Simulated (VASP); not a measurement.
Crystal: V.

```
V
1.0
     2.49702    0.00000    0.00000
     0.00000    2.49702    0.00000
     0.00000    0.00000    2.49702
V
1
Direct
  0.00000 0.00000 0.00000
```

Base run:

* Program: VASP 6.6.1
* Functional: PBE
* Potentials or basis: VASP PAW PBE potentials, release 64 (V_sv)
* Cutoff: 520 eV
* k mesh: 44 × 44 × 44
* Occupations: fermi-dirac, width 0.0612256 eV
* Spin: no spin polarisation

Its results: pressure -7.0 GPa.

Question: The run is repeated on the same cell with these changes: k mesh from 44 × 44 × 44 to 15 × 15 × 15. What comes out?

Answer: Pressure -6.5 GPa.
